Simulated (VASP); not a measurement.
Set up this calculation in VASP 6.6.1, as the native input.

| Quantity | Value |
| --- | --- |
| Task | single point |
| Functional | PBEsol |
| Potentials or basis | VASP PAW PBE potentials, release 64 (Al, Cu) |
| Cutoff | 520 eV |
| k mesh | 10 × 10 × 10 |
| Occupations | gaussian, width 0.15 eV |
| Spin | no spin polarisation |
| Dipole correction | no |
| Further INCAR settings | ALGO = Fast; EDIFF = 1e-06; NBANDS = 26 |

The structure of Al2Cu lies in POSCAR:

```
Al2Cu
1.0
   -3.0264500000      3.0264500000      2.5103500000
    3.0264500000     -3.0264500000      2.5103500000
    3.0264500000      3.0264500000     -2.5103500000
Al Cu
4 2
Direct
    0.1593210787      0.6593210787      0.8186421574
    0.6593210787      0.8406789213      0.5000000000
    0.8406789213      0.3406789213      0.1813578426
    0.3406789213      0.1593210787      0.5000000000
    0.7500000000      0.7500000000      0.0000000000
    0.2500000000      0.2500000000      0.0000000000
```

The input as run:

INCAR

```
  ALGO = Fast
  EDIFF = 1E-6
  ENCUT = 520
  GGA = PS
  ISIF = 2
  ISMEAR = 0
  LASPH = True
  LCHARG = False
  LREAL = False
  LWAVE = False
  NBANDS = 26
  NELM = 60
  PREC = Accurate
  SIGMA = 0.15
```

KPOINTS

```
k-points
0
Gamma
  10 10 10
```

Potentials or basis: VASP PAW PBE potentials, release 64 (Al, Cu).

Launch:

```sh
$ cat potpaw_PBE.64/Al/POTCAR potpaw_PBE.64/Cu/POTCAR > POTCAR
$ mpirun -np 1 vasp_std > vasp.out
```

It gave:

| Quantity | Value |
| --- | --- |
| Pressure | -5.4 GPa |
| Largest force | 0.105 eV/Å |
| Band gap on the k mesh | zero (bands 17 and 18 overlap by 3.98 eV) |

Caveat: the cell stands under tension; the PAW data sets were made with another functional, which shifts forces and pressure a little.

Wall time 3.9 min on 1 thread of AMD EPYC 9R45 96-Core Processor (Zen 5), on a shared host, peak memory 0.34 GiB.
